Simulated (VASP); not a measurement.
Input of a VASP 6.6.1 run:

The input INCAR:

```
ALGO = Normal ; EDIFF = 1E-6
ENCUT = 520 ; GGA = PE
ISIF = 2 ; ISMEAR = 0
ISPIN = 2 ; ISYM = 0
LASPH = T ; LCHARG = T
LELF = T ; LMAXMIX = 4
LORBIT = 11 ; LREAL = Auto
LVHAR = T ; LWAVE = F
MAGMOM = 0 0 0 0 0 0 0 0 0 0 0 0 0 0 -3 -3 0 0 ; NBANDS = 94
NELM = 150 ; PREC = Accurate
SIGMA = 0.1
```

File KPOINTS:

```
Automatic mesh
0
Gamma
  3 3 2
  0 0 0.5
```

The input POSCAR:

```
VCrRuO6
1.0
    0.0001052379     -4.5905608325      2.8490032421
   -4.5873997824      0.0005174001      2.8496373378
   -4.6025170748     -4.6065024494     -2.8736907111
O V Cr Ru
12 2 2 2
Direct
    0.2225174638      0.2237358210      0.4660714764
    0.5669320615      0.5681238679      0.1238606248
    0.9123554869      0.9135873341      0.8026080099
    0.0963578482      0.0970156084      0.2043338299
    0.4307529375      0.4312058479      0.8641177894
    0.7692738666      0.7697620994      0.5154712255
    0.6307816881      0.0545722495      0.1540457022
    0.9742720192      0.3600318558      0.8348268424
    0.2912266646      0.6975910496      0.4997161322
    0.0536287702      0.6315892235      0.1537185239
    0.3589919470      0.9750934046      0.8345643636
    0.6966638635      0.2920544301      0.4995437739
   -0.0075881157     -0.0068101227      1.0295223200
    0.9881621174     -0.0108585810      0.5274220937
    0.3316165645      0.3325396319      0.6719481686
    0.3291350074      0.3299470569      0.1660772041
    0.6703557534      0.6712201707      0.3188122830
    0.6726921228      0.6735938646      0.8195494615
```

Potentials or basis: VASP PAW PBE potentials, release 64 (O, V_sv, Cr_pv, Ru_pv).

Launch:

```bash
$ cat potpaw_PBE.64/O/POTCAR potpaw_PBE.64/V_sv/POTCAR potpaw_PBE.64/Cr_pv/POTCAR potpaw_PBE.64/Ru_pv/POTCAR > POTCAR
$ mpirun -np 1 vasp_std > vasp.out
```

What does it give for the largest force?

0.422 eV/Å.

Estimate the net moment.

2.28 μB per cell.

Stress tensor (GPa, compression positive):
```
 0.48 -0.27  0.21
-0.27  0.42  0.18
 0.21  0.18 -0.69
```

Caveat: the k points lie up to 0.49 Å⁻¹ apart; the run started ferromagnetic, and an antiferromagnetic order may lie lower in energy.
